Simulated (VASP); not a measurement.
# BN (P6_3mc) in VASP: a series of runs

BN is run at these levels: PBEsol; tasks: single point.

Program: VASP 6.6.1. These are calculated values, not measurements. Logs are shortened: lines on timing, memory, paths and dates and some standing lists are left out, and cuts for length are marked.

**1. The cell of the first run**

It takes space group P6_3mc (No. 186, hexagonal). The conventional cell has a = 2.554 Å, b = 2.554 Å, c = 4.227 Å, α = 90.00°, β = 90.00°, γ = 120.00°. Within 2.0 Å of B (site symmetry 3m) lie 4 N at 1.52 to 1.73 Å. Within 2.0 Å of N (site symmetry 3m) lie 4 B at 1.52 to 1.73 Å.

**2. Single point, PBEsol (all N atoms moved -0.150 Å, as atom 3 along Cartesian [0 0 1])**

File INCAR:

```
ALGO = Normal ; EDIFF = 1E-6
ENCUT = 520 ; GGA = PS
ISIF = 2 ; ISMEAR = 0
LASPH = T ; LCHARG = F
LREAL = F ; LWAVE = F
NBANDS = 16 ; NELM = 80
PREC = Accurate ; SIGMA = 0.05
```

File KPOINTS:

```
k-points
0
Gamma
  12 12 6
```

File POSCAR:

```
BN
1.0
    2.5539396017      0.0000000000      0.0000000000
   -1.2769698009      2.2117765748      0.0000000000
    0.0000000000      0.0000000000      4.2268550000
B N
2 2
Direct
    0.6666666667      0.3333333333      0.9997240000
    0.3333333333      0.6666666667      0.4997240000
    0.6666666667      0.3333333333      0.5897886223
    0.3333333333      0.6666666667      0.0897886223
```

Potentials or basis: VASP PAW PBE potentials, release 64 (B, N).

The run is started by

```console
> cat potpaw_PBE.64/B/POTCAR potpaw_PBE.64/N/POTCAR > POTCAR
> mpirun -np 1 vasp_std > vasp.out
```

OUTCAR:

```text
EDIFF = 1E-6
   ENCUT = 520
   GGA = PS
   ISIF = 2
   ISMEAR = 0
   LASPH = T
   LREAL = F
   NELM = 80
   PREC = Accurate

 ion  position               nearest neighbor table
   1  0.667  0.333  1.000-   4 1.52   4 1.52   4 1.52   3 1.73
   2  0.333  0.667  0.500-   3 1.52   3 1.52   3 1.52   4 1.73
   3  0.667  0.333  0.590-   2 1.52   2 1.52   2 1.52   1 1.73
   4  0.333  0.667  0.090-   1 1.52   1 1.52   1 1.52   2 1.73

  LATTYP: Found a hexagonal cell.
 ALAT       =     2.5539396017
 C/A-ratio  =     1.6550332659

  Lattice vectors:

 A1 = (   2.5539396017,   0.0000000000,   0.0000000000)
 A2 = (  -1.2769698009,   2.2117765748,   0.0000000000)
 A3 = (   0.0000000000,   0.0000000000,   4.2268550000)

Analysis of symmetry for initial positions (statically):
=====================================================================
 Subroutine PRICEL returns:
 Original cell was already a primitive cell.

 Routine SETGRP: Setting up the symmetry group for a
 hexagonal supercell.

 Subroutine GETGRP returns: Found 12 space group operations
 (whereof  6 operations were pure point group operations)
 out of a pool of 24 trial point group operations.

The static configuration has the point symmetry C_3v.
 The point group associated with its full space group is C_6v.

Analysis of symmetry for dynamics (positions and initial velocities):
=====================================================================
 Subroutine PRICEL returns:
 Original cell was already a primitive cell.

 Routine SETGRP: Setting up the symmetry group for a
 hexagonal supercell.

 Subroutine GETGRP returns: Found 12 space group operations
 (whereof  6 operations were pure point group operations)
 out of a pool of 24 trial point group operations.

The dynamic configuration has the point symmetry C_3v.
 The point group associated with its full space group is C_6v.

 Subroutine INISYM returns: Found 12 space group operations
 (whereof  6 operations are pure point group operations),
 and found     1 'primitive' translations

----------------------------------------------------------------------------------------

                                     Primitive cell

  volume of cell :      23.8764

  direct lattice vectors                    reciprocal lattice vectors
     2.553939602  0.000000000  0.000000000     0.391551938  0.226062617  0.000000000
    -1.276969801  2.211776575  0.000000000     0.000000000  0.452125233  0.000000000
     0.000000000  0.000000000  4.226855000     0.000000000  0.000000000  0.236582518

  length of vectors
     2.553939602  2.553939602  4.226855000     0.452125233  0.452125233  0.236582518

  position of ions in fractional coordinates (direct lattice)
     0.666666667  0.333333333  0.999724000
     0.333333333  0.666666667  0.499724000
     0.666666667  0.333333333  0.589788622
     0.333333333  0.666666667  0.089788622

  ion indices of the primitive-cell ions
   primitive index   ion index
                 1           1
                 2           2
                 3           3
                 4           4

----------------------------------------------------------------------------------------

 KPOINTS: k-points

Automatic generation of k-mesh.
 Grid dimensions read from file:
 generate k-points for:   12   12    6

 Generating k-lattice:

  Cartesian coordinates                     Fractional coordinates (reciprocal lattice)
     0.032629328  0.018838551  0.000000000     0.083333333  0.000000000  0.000000000
     0.000000000  0.037677103  0.000000000     0.000000000  0.083333333  0.000000000
     0.000000000  0.000000000  0.039430420     0.000000000  0.000000000  0.166666667

  Length of vectors
     0.037677103  0.037677103  0.039430420

  Shift w.r.t. Gamma in fractional coordinates (k-lattice)
     0.000000000  0.000000000  0.000000000

 Subroutine IBZKPT returns following result:
 ===========================================

 Found     76 irreducible k-points:

 Following reciprocal coordinates:
            Coordinates               Weight
  0.000000  0.000000  0.000000      1.000000
  0.083333  0.000000  0.000000      6.000000
  0.166667  0.000000  0.000000      6.000000
  0.250000  0.000000  0.000000      6.000000
  0.333333  0.000000  0.000000      6.000000
  0.416667  0.000000  0.000000      6.000000
[... 16 lines left out ...]
  0.250000  0.000000  0.166667     12.000000
  0.333333  0.000000  0.166667     12.000000
 [... further k-points ...]
   k-points           NKPTS =     76   k-points in BZ     NKDIM =     76   number of bands    NBANDS=     16
   number of dos      NEDOS =    301   number of ions     NIONS =      4
   total plane-waves  NPLWV =  12800
   dimension x,y,z NGX =    20 NGY =   20 NGZ =   32
   dimension x,y,z NGXF=    40 NGYF=   40 NGZF=   64
   ions per type =               2   2
   NGX,Y,Z   is equivalent  to a cutoff of  13.02, 13.02, 12.59 a.u.
   NGXF,Y,Z  is equivalent  to a cutoff of  26.04, 26.04, 25.17 a.u.
 SYSTEM =  unknown system
   PREC   = accura    normal or accurate (medium, high low for compatibility)
   ISTART =      0    job   : 0-new  1-cont  2-samecut
   ICHARG =      2    charge: 1-file 2-atom 10-const
   ISPIN  =      1    spin polarized calculation?
   LNONCOLLINEAR =      F non collinear calculations
   LSORBIT =      F    spin-orbit coupling
   LASPH  =      T    aspherical Exc in radial PAW
   ENCUT  =  520.0 eV  38.22 Ry    6.18 a.u.   4.75  4.75  7.86*2*pi/ulx,y,z
   NELM   =     80;   NELMIN=  2; NELMDL= -5     # of ELM steps
   EDIFF  = 0.1E-05   stopping-criterion for ELM
   LREAL  =      F    real-space projection
   EDIFFG = 0.1E-04   stopping-criterion for IOM
   NSW    =      0    number of steps for IOM
   IBRION =     -1    ionic relax: 0-MD 1-quasi-New 2-CG
   NFREE  =      0    steps in history (QN), initial steepest desc. (CG)
   ISIF   =      2    stress and relaxation
   ISYM   =      2    0-nonsym 1-usesym 2-fastsym
   POTIM  = 0.5000    time-step for ionic-motion
   TEBEG  =    0.0;   TEEND  =   0.0 temperature during run
   PSTRESS=    0.0 pullay stress
   NELECT =      16.0000    total number of electrons
   NUPDOWN=      -1.0000    fix difference up-down
   EMIN   =  10.00;   EMAX   =-10.00  energy-range for DOS
   EFERMI =   0.00;   METHOD = LEGACY
   ISMEAR =     0;   SIGMA  =   0.05  broadening in eV -4-tet -1-fermi 0-gaus
   EFERMI_NEDOS =   21; number of points for ismear=-14 and -15
   IALGO  =     38    algorithm
   IMIX   =      4    mixing-type and parameters
     AMIX     =   0.40;   BMIX     =  1.00
     AMIX_MAG =   1.60;   BMIX_MAG =  1.00
  volume/ion in A,a.u.               =       5.97        40.28
  Fermi-wavevector in a.u.,A,eV,Ry     =   1.432600  2.707222 27.923836  2.052344
  Thomas-Fermi vector in A             =   2.552210
   LORBIT       =      0    0 simple, 1 ext, 2 COOP (PROOUT), +10 PAW based schemes
   GGA     = PS    functional components
   LHFCALC =     F    Hartree Fock is set to
   AEXX    =    0.0000 exact exchange contribution
   IVDW    =     0    specifies the selected vdW correction
   LEPSILON=     F    determine dielectric tensor
   LRPA    =     F    only Hartree local field effects (RPA)
 non-spin polarized calculation
 Gauss-broadening in eV      SIGMA  =   0.05
  energy-cutoff  :      520.00
  volume of cell :       23.88
 maximum number of plane-waves:       660
 NGX is ok and might be reduce to    20
   NGX =  9   NGY =  9   NGZ = 15

 number of electron      16.0000002 magnetization

 Free energy of the ion-electron system (eV)
  ---------------------------------------------------
  ext. energy  EPLUGINS =         0.00000000
  ---------------------------------------------------
  free energy    TOTEN  =       -36.22546631 eV

  energy without entropy =      -36.22546631  energy(sigma->0) =      -36.22546631

 E-fermi :   8.5758     XC(G=0): -12.9445

 val. band max:        8.3084104677   @ k =   0.0000   0.0000   0.0000
 cond. band min:      13.2974271364   @ k =   0.5000   0.0000   0.3333
 fundamental gap:      4.9890166687
 Fermi energy:         8.5758292157

 k-point     1 :       0.0000    0.0000    0.0000
  band No.  band energies     occupation
      1     -12.9533      2.00000
      2      -8.7866      2.00000
      3      -3.1909      2.00000
      4       4.9019      2.00000
      5       4.9019      2.00000
      6       6.6708      2.00000
[... 8 lines left out ...]
     15      18.8474      0.00000
     16      22.7184      0.00000

 k-point     2 :       0.0833    0.0000    0.0000
  band No.  band energies     occupation
      1     -12.8044      2.00000
      2      -8.6764      2.00000
      3      -3.0302      2.00000
      4       4.2364      2.00000
      5       4.6169      2.00000
      6       6.1255      2.00000
[... 8 lines left out ...]
     15      19.3300      0.00000
     16      22.4966      0.00000

 k-point     3 :       0.1667    0.0000    0.0000
  band No.  band energies     occupation
      1     -12.3626      2.00000
      2      -8.3606      2.00000
      3      -2.5546      2.00000
      4       2.6270      2.00000
      5       3.9459      2.00000
      6       4.7747      2.00000
[... 8 lines left out ...]
     15      20.6080      0.00000
     16      21.8336      0.00000

 k-point     4 :       0.2500    0.0000    0.0000
  band No.  band energies     occupation
      1     -11.6444      2.00000
      2      -7.8989      2.00000
      3      -1.7860      2.00000
      4       0.7097      2.00000
      5       3.0761      2.00000
      6       3.1934      2.00000
[... 8 lines left out ...]
     15      21.9451      0.00000
     16      22.3134      0.00000

 k-point     5 :       0.3333    0.0000    0.0000
  band No.  band energies     occupation
      1     -10.6898      2.00000
      2      -7.4540      2.00000
      3      -1.0504      2.00000
      4      -0.7394      2.00000
      5       1.3667      2.00000
      6       2.5599      2.00000
[... 8 lines left out ...]
     15      22.7365      0.00000
     16      23.7512      0.00000

 k-point     6 :       0.4167    0.0000    0.0000
  band No.  band energies     occupation
      1      -9.6078      2.00000
      2      -7.3789      2.00000
      3      -2.0270      2.00000
      4      -0.2203      2.00000
      5       0.4666      2.00000
      6       2.1487      2.00000
[... 8 lines left out ...]
     15      23.1846      0.00000
     16      25.1591      0.00000

 k-point     7 :       0.5000    0.0000    0.0000
  band No.  band energies     occupation
      1      -8.8992      2.00000
      2      -7.6749      2.00000
      3      -2.1799      2.00000
      4      -0.8762      2.00000
      5       1.0589      2.00000
      6       2.0070      2.00000
[... 8 lines left out ...]
     15      23.4538      0.00000
     16      25.8219      0.00000

 k-point     8 :       0.0833    0.0833    0.0000
  band No.  band energies     occupation
      1     -12.5091      2.00000
      2      -8.4629      2.00000
      3      -2.7120      2.00000
      4       3.2309      2.00000
      5       3.9515      2.00000
      6       5.3291      2.00000
[... 8 lines left out ...]
     15      20.5325      0.00000
     16      22.0820      0.00000

 k-point     9 :       0.1667    0.0833    0.0000
  band No.  band energies     occupation
      1     -11.9285      2.00000
      2      -8.0703      2.00000
      3      -2.0881      2.00000
      4       1.6213      2.00000
      5       2.9169      2.00000
      6       4.0819      2.00000
[... 8 lines left out ...]
     15      21.5218      0.00000
     16      22.2103      0.00000
[... 172 lines left out ...]
 k-point    19 :       0.3333    0.3333    0.0000
  band No.  band energies     occupation
      1      -7.7101      2.00000
      2      -7.7101      2.00000
      3      -2.1780      2.00000
      4      -0.0187      2.00000
      5      -0.0187      2.00000
      6       1.0919      2.00000
[... 8 lines left out ...]
     15      23.2980      0.00000
     16      23.2980      0.00000

 k-point    20 :       0.0000    0.0000    0.1667
  band No.  band energies     occupation
      1     -12.7858      2.00000
      2      -9.3486      2.00000
      3      -2.3159      2.00000
      4       5.0047      2.00000
      5       5.0047      2.00000
      6       6.5326      2.00000
[... 8 lines left out ...]
     15      18.5874      0.00000
     16      22.3431      0.00000

 k-point    21 :       0.0833    0.0000    0.1667
  band No.  band energies     occupation
      1     -12.6377      2.00000
      2      -9.2287      2.00000
      3      -2.1709      2.00000
      4       4.3481      2.00000
      5       4.7240      2.00000
      6       5.9210      2.00000
[... 8 lines left out ...]
     15      19.0724      0.00000
     16      22.2003      0.00000

 k-point    22 :       0.1667    0.0000    0.1667
  band No.  band energies     occupation
      1     -12.1985      2.00000
      2      -8.8819      2.00000
      3      -1.7509      2.00000
      4       2.7663      2.00000
      5       4.0610      2.00000
      6       4.5087      2.00000
[... 8 lines left out ...]
     15      20.3539      0.00000
     16      21.8373      0.00000

 k-point    23 :       0.2500    0.0000    0.1667
  band No.  band energies     occupation
      1     -11.4856      2.00000
      2      -8.3590      2.00000
      3      -1.1584      2.00000
      4       0.9576      2.00000
      5       2.7590      2.00000
      6       3.3150      2.00000
[... 8 lines left out ...]
     15      22.0567      0.00000
     16      22.1510      0.00000

 k-point    24 :       0.3333    0.0000    0.1667
  band No.  band energies     occupation
      1     -10.5413      2.00000
      2      -7.7999      2.00000
      3      -1.3742      2.00000
      4       0.2895      2.00000
      5       1.0391      2.00000
      6       2.6857      2.00000
[... 8 lines left out ...]
     15      23.1067      0.00000
     16      23.7643      0.00000

 [... further k-points ...]
[... 5 lines left out ...]
  --------------------------------------------------------------------------------------
  -------------------------------------------------------------------------------------
  Total       -0.2257933     -0.2257933      0.9048184      0.0000000      0.0000000      0.0000000
  in kB      -15.1513890    -15.1513890     60.7159475      0.0000000      0.0000000      0.0000000
  external PRESSURE =      10.1377232 kB  Pullay stress =       0.0000000 kB

 VOLUME and BASIS-vectors are now :
 -----------------------------------------------------------------------------
  energy-cutoff  :      520.00
  volume of cell :       23.88
      direct lattice vectors                 reciprocal lattice vectors
     2.553939602  0.000000000  0.000000000     0.391551938  0.226062617  0.000000000
    -1.276969801  2.211776575  0.000000000     0.000000000  0.452125233  0.000000000
     0.000000000  0.000000000  4.226855000     0.000000000  0.000000000  0.236582518

 POSITION                                       TOTAL-FORCE (eV/Angst)
 -----------------------------------------------------------------------------------
      1.27697      0.73726      4.22569        -0.000000     -0.000000     -2.262924
     -0.00000      1.47452      2.11226         0.000000      0.000000     -2.262924
      1.27697      0.73726      2.49295        -0.000000      0.000000      2.262924
     -0.00000      1.47452      0.37952         0.000000      0.000000      2.262924
 -----------------------------------------------------------------------------------
    total drift:                               -0.000000     -0.000000      0.000664

  FREE ENERGIE OF THE ION-ELECTRON SYSTEM (eV)
  ---------------------------------------------------
  free  energy   TOTEN  =       -36.2254663130 eV

  energy  without entropy=      -36.2254663130  energy(sigma->0) =      -36.22546631
```

It took 29 s on 1 thread of Intel Xeon Platinum 8375C at 2.90GHz (Ice Lake), shared host; peak memory 0.14 GiB.

Results:

| Quantity | Value |
| --- | --- |
| Free energy | -36.2255 eV |
| Pressure | 1.0 GPa |
| Largest force | 2.263 eV/Å |
| Band gap on the k mesh | 4.99 eV, indirect (least direct gap 6.72 eV) |

Forces in eV/Å, atoms in the order of the input:
```
B    0.000  0.000 -2.263
B    0.000  0.000 -2.263
N    0.000  0.000  2.263
N    0.000  0.000  2.263
```

Stress tensor (GPa, compression positive):
```
-1.52  0.00  0.00
 0.00 -1.52  0.00
 0.00  0.00  6.07
```

Caveat: the cell differs from its parent crystal (all N atoms moved -0.150 Å, as atom 3 along Cartesian [0 0 1]); the PAW data sets were made with another functional, which shifts forces and pressure a little.

**3. Single point, PBEsol (all N atoms moved +0.075 Å, as atom 3 along Cartesian [0 0 1])**

File INCAR:

```
ALGO = Normal
EDIFF = 1E-6
ENCUT = 520
GGA = PS
ISIF = 2
ISMEAR = 0
LASPH = True
LCHARG = True
LELF = True
LREAL = False
LVHAR = True
LWAVE = False
NBANDS = 16
NELM = 60
PREC = Accurate
SIGMA = 0.05
```

KPOINTS is that of step 2.

POSCAR, as its differences from that of step 2:

```diff
@@ -10,3 +10,3 @@
     0.3333333333      0.6666666667      0.4997240000
-    0.6666666667      0.3333333333      0.5897886223
-    0.3333333333      0.6666666667      0.0897886223
+    0.6666666667      0.3333333333      0.6430196889
+    0.3333333333      0.6666666667      0.1430196889
```

Potentials or basis: VASP PAW PBE potentials, release 64 (B, N).

The run is started by

```console
> cat potpaw_PBE.64/B/POTCAR potpaw_PBE.64/N/POTCAR > POTCAR
> mpirun -np 1 vasp_std > vasp.out
```

Run time: 23 s. Hardware: 1 thread of Intel Xeon Platinum 8375C at 2.90GHz (Ice Lake), shared host; peak memory 0.14 GiB.

Results (log left out):

```yaml
Free_energy: -36.4762 eV
Pressure: -4.4 GPa
Largest_force: 2.015 eV/Å
Band_gap_on_the_k_mesh: 3.80 eV, indirect (least direct gap 7.51 eV)
```

Forces on the atoms (eV/Å):
```
B    0.000  0.000  2.015
B    0.000  0.000  2.015
N    0.000  0.000 -2.015
N    0.000  0.000 -2.015
```

Stress tensor (GPa, compression positive):
```
-5.79  0.00  0.00
 0.00 -5.79  0.00
 0.00  0.00 -1.53
```

Levels at points of the mesh, in eV from the valence-band top:
```csv
k point,band 6,band 7,band 8,band 9,band 10,band 11
"(0.00, 0.00, 0.00)",-1.46,0.00,0.00,7.72,7.72,8.96
"(0.50, 0.00, 0.00)",-5.33,-5.14,-1.96,6.22,6.94,9.06
"(0.00, 0.00, 0.50)",-1.30,-1.30,-1.30,9.11,9.11,9.46
"(0.50, 0.00, 0.50)",-4.32,-3.83,-3.83,6.03,6.03,9.86
```

Caveat: the cell differs from its parent crystal (all N atoms moved +0.075 Å, as atom 3 along Cartesian [0 0 1]); the PAW data sets were made with another functional, which shifts forces and pressure a little. A k mesh can miss the band edges.
